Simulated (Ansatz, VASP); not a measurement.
**Mo2W3 in VASP and in Ansatz**

INCAR

```
SYSTEM = Mo2W3
PREC = Accurate
ENCUT = 600
EDIFF = 1E-6
ISMEAR = 0
SIGMA = 0.2
LREAL = .False.
LASPH = .True.
NELM = 60
ALGO = Fast
ISIF = 3
LWAVE = .False.
LCHARG = .False.
GGA = PE
IBRION = 2
NSW = 36
EDIFFG = -0.08
```

File KPOINTS:

```
regular mesh
0
Gamma
  6 6 6
  0 0 0
```

File POSCAR:

```
Mo2W3
1.0
    0.0000000000      2.2625000000     11.3135000000
    1.6000000000      0.0000000000     11.3135000000
    1.6000000000      2.2625000000      0.0000000000
Mo W
2 3
Direct
    0.4000000000      0.4000000000      0.6000000000
    0.6000000000      0.6000000000      0.4000000000
    0.8000000000      0.8000000000      0.2000000000
    0.0000000000      0.0000000000      0.0000000000
    0.2000000000      0.2000000000      0.8000000000
```

Input for Ansatz:

```yaml
crystal:
  lattice:
    - [0.0, 2.2625, 11.3135]
    - [1.6, 0.0, 11.3135]
    - [1.6, 2.2625, 0.0]
  atoms:
    - { symbol: Mo, position: [0.4, 0.4, 0.6] }
    - { symbol: Mo, position: [0.6, 0.6, 0.4] }
    - { symbol: W, position: [0.8, 0.8, 0.2] }
    - { symbol: W, position: [0.0, 0.0, 0.0] }
    - { symbol: W, position: [0.2, 0.2, 0.8] }
basis:
  ecutwfc: 420
kpoints:
  mp_grid: { grid: [6, 6, 6] }
hamiltonian:
  xc: pbe
scf:
  occupations: { method: gaussian, width: 0.2 }
  lower_state_search: "off"
output:
  forces: true
  stress: true
  eigenvalues: true
relax:
  adjacent_minimum: "off"
  f_tol: 0.08
  max_steps: 16
  cell: { stress_tol: 0.8 }
```

Alike in both runs: task relaxation of cell and atoms; functional PBE; k mesh 6 × 6 × 6; occupations gaussian, width 0.2 eV; no spin polarisation.

|  | VASP | Ansatz |
| --- | --- | --- |
| version | VASP 6.6.1 | Ansatz 0.2.0 |
| potentials or method | VASP PAW PBE potentials, release 64 (Mo_sv, W_sv), cutoff 600 eV | scalar-relativistic, plane waves, PAW |
| valence electrons in the cell | 70 | 70 |

```csv
,VASP,Ansatz,Ansatz less VASP
"gap on the k mesh at the Fermi level, each at its own relaxed structure (eV)",none,none,-
relaxed volume (Å³/atom),15.99,15.98,-0.007
relaxed length of the cell vector where the two differ most in proportion (Å),11.517,11.508,-0.0095
```

A gap of «none» marks a metal or a gap that the smearing closes.

The k mesh is coarse, so the values compare programs but aren't converged. Neither program's run includes spin-orbit coupling.
